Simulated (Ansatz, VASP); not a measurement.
**Ge: VASP beside Ansatz**

```
CELL_PARAMETERS angstrom
0.00000 2.88574 5.11566
2.63050 0.00000 5.11566
2.63050 2.88574 0.00000
ATOMIC_POSITIONS crystal
Ge 0.72649 0.27351 0.72649
Ge 0.27351 0.72649 0.27351
Ge 0.21813 0.21813 0.78187
Ge 0.78187 0.78187 0.21813
```

Alike in both runs: task single point; functional PBE-based screened hybrid; k mesh 4 × 4 × 4; occupations fermi-dirac, width 0.05 eV; no spin polarisation.

|  | VASP | Ansatz |
| --- | --- | --- |
| version | VASP 6.6.1 | Ansatz 0.2.0 |
| potentials or method | VASP PAW PBE potentials, release 64 (Ge_d) | Ansatz PAW |
| plane-wave cutoff (eV) | 520 | 420 |
| valence electrons in the cell | 56 | 56 |

```csv
,VASP,Ansatz,Ansatz less VASP
gap on the k mesh at the Fermi level (eV),none,none,-
pressure (GPa),-4.5,-4.7,-0.13
"traceless stress, the component that is largest in VASP (GPa)",4.93,4.94,+0.010
rms of the force components (eV/Å),0.148,0.149,+0.0006
```

VASP's potentials were made for PBE, not for PBE-based screened hybrid. Atom by atom the forces differ by 0.001 eV/Å (rms over components). A gap of «none» marks a metal or a gap that the smearing closes.

The k mesh is coarse, so the values compare programs but aren't converged.
